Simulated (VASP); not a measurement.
# SnSe2: single point with PBEsol

SnSe2:

```
CELL_PARAMETERS angstrom
3.81100 0.00000 0.00000
-1.90550 3.30042 0.00000
0.00000 0.00000 6.13700
ATOMIC_POSITIONS crystal
Sn 0.00000 0.00000 0.00000
Se 0.32401 0.64803 0.24301
Se 0.65735 0.31469 0.74301
```

This cell differs from its parent crystal: all Se atoms moved +0.075 Å, as atom 2 towards its neighbour atom 1 (Sn) at 2.682 Å.

```
Program             : VASP 6.6.1
Task                : single point
Functional          : PBEsol
Potentials or basis : VASP PAW PBE potentials, release 64 (Sn_d, Se)
Cutoff              : 520 eV
k mesh              : 12 × 12 × 6
Occupations         : gaussian, width 0.05 eV
Spin                : no spin polarisation
```

| Quantity | Value |
| --- | --- |
| Pressure | 2.5 GPa |
| Largest force | 0.965 eV/Å |
| Band gap on the k mesh | 0.62 eV (least direct gap 0.98 eV) |

Forces on the atoms (eV/Å):
```
Sn   0.000 -0.399 -0.692
Se   0.000  0.249  0.932
Se   0.000  0.150 -0.240
```

Stress tensor (GPa, compression positive):
```
1.76 0.00 0.00
0.00 2.16 0.28
0.00 0.28 3.58
```

Levels at points of the mesh, in eV from the valence-band top:
```tsv
k point	band 10	band 11	band 12	band 13	band 14	band 15	band 16	band 17
(0.00, 0.00, 0.00)	-0.75	-0.42	-0.29	-0.05	0.93	2.81	4.52	4.56
(0.50, 0.00, 0.00)	-3.00	-2.75	-1.29	-0.33	1.04	3.62	5.23	5.43
(0.00, 0.50, 0.00)	-3.00	-2.74	-1.30	-0.34	1.06	3.63	5.27	5.36
(0.00, 0.00, 0.50)	-0.94	-0.83	-0.27	-0.17	2.29	2.82	4.24	4.29
(0.50, 0.00, 0.50)	-2.58	-2.06	-0.91	-0.73	0.74	4.08	4.68	5.66
(0.00, 0.50, 0.50)	-2.57	-2.07	-0.91	-0.74	0.75	4.09	4.70	5.69
```

It took 3 min on 1 thread of AMD EPYC 9R45 (Zen 5), with other jobs on the host, peak memory 0.42 GiB.

Caveat: the cell differs from its parent crystal (all Se atoms moved +0.075 Å, as atom 2 towards its neighbour atom 1 (Sn) at 2.682 Å); the PAW data sets were made with another functional, which shifts forces and pressure a little; spin-orbit coupling is left out, which moves the levels of the heavy elements; this functional lacks dispersion, which binds the layers, so the pressure and a relaxed spacing across them are unreliable. A k mesh can miss the band edges.
